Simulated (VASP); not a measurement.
A run of VASP 6.6.1 is set up as follows.

The input INCAR:

```
SYSTEM = Sn
  PREC = Accurate
  ENCUT = 520
  EDIFF = 1E-7
  ISMEAR = -1
  SIGMA = 0.05
  LREAL = .False.
  LASPH = .True.
  NELM = 80
  ALGO = Normal
  ISIF = 2
  LWAVE = .False.
  LCHARG = .False.
  NBANDS = 13
```

The input KPOINTS:

```
Automatic mesh
0
Gamma
  11 11 11
  0 0 0
```

File POSCAR:

```
Sn
1.0
   -1.9113458293      1.9113458293      1.9113458293
    1.9113458293     -1.9113458293      1.9113458293
    1.9113458293      1.9113458293     -1.9113458293
Sn
1
Direct
    0.0000000000      0.0000000000      0.0000000000
```

Potentials or basis: VASP PAW LDA potentials, release 64 (Sn_d).

Launch:

```console
$ cat potpaw_LDA.64/Sn_d/POTCAR > POTCAR
$ mpirun -np 1 vasp_std > vasp.out
```

Problem. Predict the pressure.

Solution. -4.1 GPa.

Problem. Predict the band gap on the k mesh.

Solution. Zero (band 7 reaches 15.08 eV, above the bottom of band 8 at 5.22 eV).

Caveat: spin-orbit coupling is left out, which moves the levels of the heavy elements.
